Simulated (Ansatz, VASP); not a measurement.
# Ti5Si: VASP beside Ansatz

```
CELL_PARAMETERS angstrom
2.51695 1.45316 4.42144
-2.51695 1.45316 4.42144
0.00000 -2.90632 4.42144
ATOMIC_POSITIONS crystal
Ti 0.15106 0.15106 0.15106
Ti 0.60369 0.39631 0.00000
Ti 0.00000 0.60369 0.39631
Ti 0.84894 0.84894 0.84894
Ti 0.39631 0.00000 0.60369
Si 0.50000 0.50000 0.50000
```

Alike in both runs: functional r2SCAN; k mesh 12 × 12 × 12; occupations gaussian, width 0.1 eV; no spin polarisation.

Ansatz relaxed the structure, and its values are those at the end. VASP's run is a single point on that final structure, the one shown.

```csv
,VASP,Ansatz
version,VASP 6.6.1,Ansatz 0.2.0
potentials or method,"VASP PAW PBE potentials, release 64 (Ti_sv, Si), cutoff 520 eV","scalar-relativistic, plane waves, PAW"
valence electrons in the cell,64,64
```

|  | VASP | Ansatz | Ansatz less VASP |
| --- | --- | --- | --- |
| gap on the k mesh at the Fermi level (eV) | none | none | - |
| pressure (GPa) | 0.4 | 0.0 | -0.46 |
| rms of the force components (eV/Å) | 0.005 | 0.002 | -0.0036 |

VASP's potentials were made for PBE, not for r2SCAN. A gap of «none» marks a metal or a gap that the smearing closes. The functional is the same, so the differences come from potentials, cutoffs and numerics.
